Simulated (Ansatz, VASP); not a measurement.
## CaSe: VASP beside Ansatz

INCAR

```
SYSTEM = CaSe
PREC = Accurate
ENCUT = 600
EDIFF = 1E-6
ISMEAR = 0
SIGMA = 0.02
LREAL = .FALSE.
LASPH = .TRUE.
NELM = 60
ALGO = Normal
ISIF = 3
LWAVE = .FALSE.
LCHARG = .FALSE.
GGA = PE
IVDW = 12
IBRION = 2
NSW = 70
EDIFFG = -0.005
```

KPOINTS

```
regular mesh
0
G
  8 8 8
  0 0 0
```

Contents of POSCAR:

```
CaSe
1.0
    0.0000000000      2.9793658640      2.9793658640
    2.9793658640      0.0000000000      2.9793658640
    2.9793658640      2.9793658640      0.0000000000
Ca Se
1 1
Direct
    0.0000000000      0.0000000000      0.0000000000
    0.5000000000      0.5000000000      0.5000000000
```

Input for Ansatz:

```yaml
crystal:
  lattice:
    - [0.0, 2.979365864, 2.979365864]
    - [2.979365864, 0.0, 2.979365864]
    - [2.979365864, 2.979365864, 0.0]
  atoms:
    - { symbol: Ca, position: [0.0, 0.0, 0.0] }
    - { symbol: Se, position: [0.5, 0.5, 0.5] }
basis:
  ecutwfc: 420
kpoints:
  mp_grid: { grid: [8, 8, 8] }
hamiltonian:
  xc: pbe
  dispersion: d3bj
scf:
  occupations: { method: gaussian, width: 0.02 }
output:
  forces: true
  stress: true
  eigenvalues: true
relax:
  adjacent_minimum: "off"
  f_tol: 0.005
  max_steps: 50
  cell: { stress_tol: 0.05 }
```

Alike in both runs: task relaxation of cell and atoms; functional PBE; dispersion D3(BJ); k mesh 8 × 8 × 8; occupations gaussian, width 0.02 eV; no spin polarisation.

|  | VASP | Ansatz |
| --- | --- | --- |
| version | VASP 6.6.1 | Ansatz 0.2.0 |
| potentials or method | VASP PAW PBE potentials, release 64 (Ca_sv, Se), cutoff 600 eV | scalar-relativistic, plane waves, PAW |
| valence electrons in the cell | 16 | 26 |

```tsv
	VASP	Ansatz	Ansatz less VASP
gap on the k mesh at the Fermi level, each at its own relaxed structure (eV)	1.98	1.98	+0.001
relaxed volume (Å³/atom)	25.37	25.27	-0.097
relaxed length of the cell vector where the two differ most in proportion (Å)	4.156	4.150	-0.0053
```

VASP's potentials hold 16 valence electrons a cell and Ansatz's 26, so a difference there can come from the potentials and not from the codes.
